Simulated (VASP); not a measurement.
# GaSb (I-4m2) in VASP: a series of runs

The runs below take GaSb through single point, with PBE.

All numbers are computed with VASP 6.6.1; they aren't measurements. Logs are shortened: lines on timing, memory, paths and dates and some standing lists are left out, and cuts for length are marked.

### 1 The cell of the first run

It takes space group I-4m2 (No. 119, tetragonal). The conventional cell has a = 4.329 Å, b = 4.329 Å, c = 6.588 Å, α = 90.00°, β = 90.00°, γ = 90.00°. Ga (site symmetry -4m2) has 4 Sb at 2.72 Å within 3.6 Å. Within 3.6 Å of Sb (site symmetry -4m2) lie 4 Ga at 2.72 Å.

### 2 Single point, PBE (uniaxial strain along c: +6.0 %)

Input file INCAR:

```
SYSTEM = GaSb
PREC     = Accurate       ! precision mode
ENCUT    = 520            ! plane-wave cutoff, eV
EDIFF    = 1E-6           ! SCF threshold, eV
ISMEAR   = 0              ! smearing method
SIGMA    = 0.1            ! smearing width, eV
LREAL    = .False.        ! projectors in reciprocal space
LASPH    = .True.         ! aspherical terms in the spheres
NELM     = 100            ! most SCF steps
ALGO     = Normal         ! electronic algorithm
ISIF     = 2              ! what is computed and relaxed
LWAVE    = .False.        ! write WAVECAR
LCHARG   = .True.         ! write CHGCAR
GGA      = PE             ! functional
LELF     = .True.         ! ELF
LVHAR    = .True.       
NBANDS   = 26             ! bands
```

Input file KPOINTS:

```
Automatic mesh
0
Gamma
  12 12 8
  0 0 0
```

Input file POSCAR:

```
GaSb
1.0
    3.0611274696      3.0611274696      0.0000000000
   -3.0611274696      3.0611274696      0.0000000000
    0.0000000000      0.0000000000      6.5884164829
Ga Sb
2 2
Direct
    0.0000000000      0.0000000000      0.0000000000
    0.5000000000      0.5000000000      0.5000000000
    0.5000000000      0.0000000000      0.2500000000
    0.0000000000      0.5000000000      0.7500000000
```

Potentials or basis: VASP PAW PBE potentials, release 64 (Ga_d, Sb).

Started as:

```bash
$ cat potpaw_PBE.64/Ga_d/POTCAR potpaw_PBE.64/Sb/POTCAR > POTCAR
$ mpirun -np 1 vasp_std > vasp.out
```

OUTCAR:

```text
SYSTEM = GaSb
   PREC = Accurate
   ENCUT = 520
   EDIFF = 1E-6
   ISMEAR = 0
   LREAL = .False.
   LASPH = .True.
   NELM = 100
   ISIF = 2
   GGA = PE

 ion  position               nearest neighbor table
   1  0.000  0.000  0.000-   3 2.72   4 2.72   4 2.72   3 2.72
   2  0.500  0.500  0.500-   3 2.72   4 2.72   3 2.72   4 2.72
   3  0.500  0.000  0.250-   1 2.72   2 2.72   2 2.72   1 2.72
   4  0.000  0.500  0.750-   1 2.72   2 2.72   1 2.72   2 2.72

  LATTYP: Found a simple tetragonal cell.
 ALAT       =     4.3290879837
 C/A-ratio  =     1.5218947981

  Lattice vectors:

 A1 = (   3.0611274696,   3.0611274696,   0.0000000000)
 A2 = (  -3.0611274696,   3.0611274696,   0.0000000000)
 A3 = (   0.0000000000,   0.0000000000,   6.5884164829)

Analysis of symmetry for initial positions (statically):
=====================================================================
 Subroutine PRICEL returns following result:

  LATTYP: Found a body centered tetragonal cell.
 ALAT       =     4.3290879837
 C/A-ratio  =     1.5218947981

  Lattice vectors:

 A1 = (   3.0611274696,   0.0000000000,  -3.2942082415)
 A2 = (  -3.0611274696,   0.0000000000,  -3.2942082414)
 A3 = (   0.0000000000,   3.0611274696,   3.2942082414)

   2 primitive cells build up your supercell.

 Routine SETGRP: Setting up the symmetry group for a
 simple tetragonal supercell.

 Subroutine GETGRP returns: Found  8 space group operations
 (whereof  8 operations were pure point group operations)
 out of a pool of 16 trial point group operations.

The static configuration has the point symmetry D_2d.

Analysis of symmetry for dynamics (positions and initial velocities):
=====================================================================
 Subroutine PRICEL returns following result:

  LATTYP: Found a body centered tetragonal cell.
 ALAT       =     4.3290879837
 C/A-ratio  =     1.5218947981

  Lattice vectors:

 A1 = (   3.0611274696,   0.0000000000,  -3.2942082415)
 A2 = (  -3.0611274696,   0.0000000000,  -3.2942082414)
 A3 = (   0.0000000000,   3.0611274696,   3.2942082414)

   2 primitive cells build up your supercell.

 Routine SETGRP: Setting up the symmetry group for a
 simple tetragonal supercell.

 Subroutine GETGRP returns: Found  8 space group operations
[... 92 lines left out ...]
   NGXF,Y,Z  is equivalent  to a cutoff of  24.58, 24.58, 25.23 a.u.
 SYSTEM =  GaSb
   PREC   = accura    normal or accurate (medium, high low for compatibility)
   ISTART =      0    job   : 0-new  1-cont  2-samecut
   ICHARG =      2    charge: 1-file 2-atom 10-const
   ISPIN  =      1    spin polarized calculation?
   LNONCOLLINEAR =      F non collinear calculations
   LSORBIT =      F    spin-orbit coupling
   LASPH  =      T    aspherical Exc in radial PAW
   ENCUT  =  520.0 eV  38.22 Ry    6.18 a.u.   8.05  8.05 12.25*2*pi/ulx,y,z
   NELM   =    100;   NELMIN=  2; NELMDL= -5     # of ELM steps
   EDIFF  = 0.1E-05   stopping-criterion for ELM
   LREAL  =      F    real-space projection
   EDIFFG = 0.1E-04   stopping-criterion for IOM
   NSW    =      0    number of steps for IOM
   IBRION =     -1    ionic relax: 0-MD 1-quasi-New 2-CG
   NFREE  =      0    steps in history (QN), initial steepest desc. (CG)
   ISIF   =      2    stress and relaxation
   ISYM   =      2    0-nonsym 1-usesym 2-fastsym
   POTIM  = 0.5000    time-step for ionic-motion
   TEBEG  =    0.0;   TEEND  =   0.0 temperature during run
   PSTRESS=    0.0 pullay stress
   NELECT =      36.0000    total number of electrons
   NUPDOWN=      -1.0000    fix difference up-down
   EMIN   =  10.00;   EMAX   =-10.00  energy-range for DOS
   EFERMI =   0.00;   METHOD = LEGACY
   ISMEAR =     0;   SIGMA  =   0.10  broadening in eV -4-tet -1-fermi 0-gaus
   EFERMI_NEDOS =   21; number of points for ismear=-14 and -15
   IALGO  =     38    algorithm
   IMIX   =      4    mixing-type and parameters
     AMIX     =   0.40;   BMIX     =  1.00
     AMIX_MAG =   1.60;   BMIX_MAG =  1.00
  volume/ion in A,a.u.               =      30.87       208.31
  Fermi-wavevector in a.u.,A,eV,Ry     =   1.085553  2.051398 16.033450  1.178425
  Thomas-Fermi vector in A             =   2.221669
   LORBIT       =      0    0 simple, 1 ext, 2 COOP (PROOUT), +10 PAW based schemes
   GGA     = PE    functional components
   LHFCALC =     F    Hartree Fock is set to
   AEXX    =    0.0000 exact exchange contribution
   IVDW    =     0    specifies the selected vdW correction
   LEPSILON=     F    determine dielectric tensor
   LRPA    =     F    only Hartree local field effects (RPA)
 non-spin polarized calculation
 Gauss-broadening in eV      SIGMA  =   0.10
  energy-cutoff  :      520.00
  volume of cell :      123.47
 maximum number of plane-waves:      3368
   NGX = 17   NGY = 17   NGZ = 25

 number of electron      36.0000009 magnetization

 Free energy of the ion-electron system (eV)
  ---------------------------------------------------
  ext. energy  EPLUGINS =         0.00000000
  ---------------------------------------------------
  free energy    TOTEN  =       -14.67350158 eV

  energy without entropy =      -14.67292869  energy(sigma->0) =      -14.67321513

 E-fermi :   4.2915     XC(G=0):  -8.7700

 val. band max:        4.2739355898   @ k =   0.0000   0.0000   0.0000
 cond. band min:       4.3246183077   @ k =   0.5000   0.0000   0.5000
 fundamental gap:      0.0506827179
 Fermi energy:         4.2914911085

 k-point     1 :       0.0000    0.0000    0.0000
  band No.  band energies     occupation
      1     -10.8087      2.00000
      2     -10.7803      2.00000
      3     -10.7697      2.00000
      4     -10.7697      2.00000
      5     -10.7525      2.00000
      6     -10.7525      2.00000
[... 685 lines left out ...]
     25      11.2046      0.00000
     26      11.4072      0.00000

 [... further k-points ...]
[... 5 lines left out ...]
  --------------------------------------------------------------------------------------
  -------------------------------------------------------------------------------------
  Total       -0.0268932     -0.0268932     -2.6204496      0.0000000      0.0000000      0.0000000
  in kB       -0.3489625     -0.3489625    -34.0026316      0.0000000      0.0000000      0.0000000
  external PRESSURE =     -11.5668522 kB  Pullay stress =       0.0000000 kB

 VOLUME and BASIS-vectors are now :
 -----------------------------------------------------------------------------
  energy-cutoff  :      520.00
  volume of cell :      123.47
      direct lattice vectors                 reciprocal lattice vectors
     3.061127470  3.061127470  0.000000000     0.163338510  0.163338510  0.000000000
    -3.061127470  3.061127470  0.000000000    -0.163338510  0.163338510  0.000000000
     0.000000000  0.000000000  6.588416483     0.000000000  0.000000000  0.151781540

 POSITION                                       TOTAL-FORCE (eV/Angst)
 -----------------------------------------------------------------------------------
      0.00000      0.00000      0.00000         0.000000      0.000000      0.000000
      0.00000      3.06113      3.29421        -0.000000     -0.000000     -0.000000
      1.53056      1.53056      1.64710         0.000000      0.000000      0.000000
     -1.53056      1.53056      4.94131         0.000000      0.000000      0.000000
 -----------------------------------------------------------------------------------
    total drift:                               -0.000000      0.000000     -0.000000

  FREE ENERGIE OF THE ION-ELECTRON SYSTEM (eV)
  ---------------------------------------------------
  free  energy   TOTEN  =       -14.6735015758 eV

  energy  without entropy=      -14.6729286851  energy(sigma->0) =      -14.67321513
```

OSZICAR:

```text
N       E                     dE             d eps       ncg     rms          rms(c)
DAV:   1     0.221528020099E+03    0.22153E+03   -0.16463E+04  7390   0.168E+03
DAV:   2     0.998445846939E+01   -0.21154E+03   -0.20490E+03  8226   0.390E+02
DAV:   3    -0.140236654422E+02   -0.24008E+02   -0.23755E+02  9046   0.113E+02
DAV:   4    -0.147417879085E+02   -0.71812E+00   -0.71622E+00  8262   0.204E+01
DAV:   5    -0.147619256998E+02   -0.20138E-01   -0.20131E-01  9860   0.329E+00    0.411E+00
DAV:   6    -0.146891670864E+02    0.72759E-01   -0.14532E-01 10198   0.462E+00    0.238E+00
DAV:   7    -0.146706975465E+02    0.18470E-01   -0.78263E-02  8276   0.183E+00    0.444E-01
DAV:   8    -0.146725243953E+02   -0.18268E-02   -0.12923E-02  8058   0.119E+00    0.902E-02
DAV:   9    -0.146732288716E+02   -0.70448E-03   -0.13560E-03  8162   0.313E-01    0.366E-02
DAV:  10    -0.146734684883E+02   -0.23962E-03   -0.27914E-04  8700   0.110E-01    0.108E-02
DAV:  11    -0.146734993450E+02   -0.30857E-04   -0.50426E-05  8532   0.323E-02    0.611E-03
DAV:  12    -0.146735016898E+02   -0.23448E-05   -0.55421E-06  7268   0.168E-02    0.153E-03
DAV:  13    -0.146735015758E+02    0.11407E-06   -0.25421E-07  4616   0.403E-03
   1 F= -.14673502E+02 E0= -.14673215E+02  d E =-.572891E-03
```

Wall time 3.5 min (1 thread of Intel Xeon Platinum 8488C (Sapphire Rapids), shared host); peak memory 0.5 GiB.

What came out:

```yaml
Free_energy: -14.6735 eV
Pressure: -1.2 GPa
Band_gap_on_the_k_mesh: zero (filled and empty bands touch)
```

Levels at points of the mesh, in eV from the Fermi level:
| k point | band 15 | band 16 | band 17 | band 18 | band 19 | band 20 | band 21 | band 22 |
| --- | --- | --- | --- | --- | --- | --- | --- | --- |
| (0.00, 0.00, 0.00) | -2.20 | -0.69 | -0.46 | -0.02 | -0.02 | 1.17 | 1.52 | 2.59 |
| (0.50, 0.00, 0.00) | -3.22 | -3.22 | -0.97 | -0.97 | 1.94 | 1.94 | 4.11 | 4.11 |
| (0.50, 0.50, 0.00) | -2.63 | -2.63 | -2.57 | -2.57 | 0.64 | 0.64 | 1.10 | 1.10 |
| (0.00, 0.00, 0.50) | -1.42 | -1.42 | -1.42 | -1.42 | 1.50 | 1.50 | 2.39 | 2.39 |
| (0.50, 0.00, 0.50) | -1.46 | -1.46 | -0.92 | -0.92 | 0.03 | 0.03 | 3.49 | 3.49 |
| (0.50, 0.50, 0.50) | -3.19 | -3.19 | -2.95 | -2.95 | 2.75 | 2.75 | 3.58 | 3.58 |

Caveat: the cell differs from its parent crystal (uniaxial strain along c: +6.0 %); semilocal functionals underestimate gaps, and a narrow one can read as zero; spin-orbit coupling is left out, which moves the levels of the heavy elements.

### 3 Single point, PBE (uniaxial strain along c: -6.0 %)

Input file INCAR:

```
PREC = Accurate
ENCUT = 520
EDIFF = 1E-6
ISMEAR = 0
SIGMA = 0.1
LREAL = False
LASPH = True
NELM = 80
ALGO = Normal
ISIF = 2
LWAVE = False
LCHARG = True
GGA = PE
LELF = True
LVHAR = True
NBANDS = 26
```

Input file KPOINTS:

```
Automatic mesh
0
Gamma
  12 12 8
```

Input file POSCAR:

```
GaSb
1.0
    3.1543597784      3.1543597784      0.0000000000
   -3.1543597784      3.1543597784      0.0000000000
    0.0000000000      0.0000000000      5.8425580131
Ga Sb
2 2
Direct
    0.0000000000      0.0000000000      0.0000000000
    0.5000000000      0.5000000000      0.5000000000
    0.5000000000      0.0000000000      0.2500000000
    0.0000000000      0.5000000000      0.7500000000
```

Potentials or basis: VASP PAW PBE potentials, release 64 (Ga_d, Sb).

Started as:

```bash
$ cat potpaw_PBE.64/Ga_d/POTCAR potpaw_PBE.64/Sb/POTCAR > POTCAR
$ mpirun -np 1 vasp_std > vasp.out
```

Wall time 4.1 min (1 thread of Intel Xeon Platinum 8488C (Sapphire Rapids), shared host); peak memory 0.5 GiB.

Results (log left out):

```yaml
Free_energy: -14.6746 eV
Pressure: 1.5 GPa
Band_gap_on_the_k_mesh: 0.21 eV
```

Stress tensor (GPa, compression positive):
```
0.61 0.00 0.00
0.00 0.61 0.00
0.00 0.00 3.37
```

Levels at points of the mesh, in eV from the valence-band top:
| k point | band 15 | band 16 | band 17 | band 18 | band 19 | band 20 | band 21 | band 22 |
| --- | --- | --- | --- | --- | --- | --- | --- | --- |
| (0.00, 0.00, 0.00) | -2.85 | -0.19 | -0.19 | -0.16 | 0.21 | 0.50 | 0.95 | 2.61 |
| (0.50, 0.00, 0.00) | -2.95 | -2.95 | -1.54 | -1.54 | 1.63 | 1.63 | 4.57 | 4.57 |
| (0.50, 0.50, 0.00) | -2.43 | -2.43 | -2.37 | -2.37 | 1.07 | 1.07 | 1.39 | 1.39 |
| (0.00, 0.00, 0.50) | -1.89 | -1.89 | -1.89 | -1.89 | 0.84 | 0.84 | 2.74 | 2.74 |
| (0.50, 0.00, 0.50) | -1.44 | -1.44 | -0.91 | -0.91 | 0.25 | 0.25 | 3.50 | 3.50 |
| (0.50, 0.50, 0.50) | -3.31 | -3.31 | -3.12 | -3.12 | 4.11 | 4.11 | 4.74 | 4.74 |

Caveat: the cell differs from its parent crystal (uniaxial strain along c: -6.0 %); semilocal functionals underestimate gaps, and a narrow one can read as zero; spin-orbit coupling is left out, which moves the levels of the heavy elements. A k mesh can miss the band edges.

The gap in the log of VASP goes by the Fermi energy; the results here count the filled bands.